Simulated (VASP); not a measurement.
Here is a VASP 6.6.1 calculation.

The input INCAR:

```
PREC = Accurate ; ENCUT = 520
EDIFF = 1E-6 ; ISMEAR = 0
SIGMA = 0.1 ; LREAL = False
LASPH = True ; NELM = 60
ALGO = Normal ; ISIF = 2
LWAVE = False ; LCHARG = False
GGA = CA ; NBANDS = 34
```

The input KPOINTS:

```
regular mesh
0
Gamma
  6 6 4
```

POSCAR

```
Ga
1.0
    2.2160233300     -3.7989918400      0.0000000000
    2.2160233300      3.7989918400      0.0000000000
    0.0000000000      0.0000000000      4.5555035300
Ga
4
Direct
    0.6556957200      0.3443042800      0.4154013900
    0.8443042800      0.1556957200      0.9154013900
    0.3443042800      0.6556957200      0.5845986100
    0.1556957200      0.8443042800      0.0845986100
```

Potentials or basis: VASP PAW LDA potentials, release 64 (Ga_d).

Command:

```bash
$ cat potpaw_LDA.64/Ga_d/POTCAR > POTCAR
$ mpirun -np 1 vasp_std > vasp.out
```

Question: Predict the pressure.

Answer: -2.6 GPa.

Question: Estimate the band gap on the k mesh.

Answer: Zero (band 26 reaches 5.21 eV, above the bottom of band 27 at 4.18 eV).

Stress tensor (GPa, compression positive):
```
-1.84  0.00  0.00
 0.00 -2.67  0.00
 0.00  0.00 -3.29
```
